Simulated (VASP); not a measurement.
# W: single point with LDA

Crystal: W.

```
CELL_PARAMETERS angstrom
0.00000 2.02088 1.91943
2.02088 0.00000 1.91943
2.02088 2.02088 0.00000
ATOMIC_POSITIONS crystal
W 0.00000 0.00000 0.00000
```

```json
{"Program": "VASP 6.6.1", "Task": "single point", "Functional": "LDA", "Potentials or basis": "VASP PAW LDA potentials, release 64 (W_sv)", "Cutoff": "520 eV", "k mesh": "22 × 22 × 22", "Occupations": "gaussian, width 0.15 eV", "Spin": "no spin polarisation", "Dipole correction": "no", "Further INCAR settings": "ALGO = Fast; EDIFF = 1e-06; NBANDS = 13"}
```

* Pressure: 1.7 GPa
* Band gap on the k mesh: zero (bands 7 and 8 overlap by 4.74 eV)

Stress tensor (GPa, compression positive):
```
 6.86  0.00  0.00
 0.00  6.86  0.00
 0.00  0.00 -8.67
```

Levels at points of the mesh, in eV from the Fermi level:
```tsv
k point	band 4	band 5	band 6	band 7	band 8	band 9	band 10	band 11
(0.00, 0.00, 0.00)	-37.01	-9.21	-0.93	-0.93	-0.25	2.04	3.04	12.89
(0.50, 0.00, 0.00)	-37.16	-5.90	-1.38	-0.55	0.87	4.98	5.51	10.95
(0.50, 0.50, 0.00)	-37.62	-5.86	-4.99	4.11	5.16	6.08	6.08	11.62
(0.50, 0.00, 0.50)	-37.43	-5.90	-4.81	3.04	5.14	5.61	6.42	11.97
```

Wall time 2.5 min on 1 thread of AMD EPYC 7R13 Processor (Zen 3), with other jobs on the host, peak memory 0.24 GiB.

Caveat: spin-orbit coupling is left out, which moves the levels of the heavy elements.
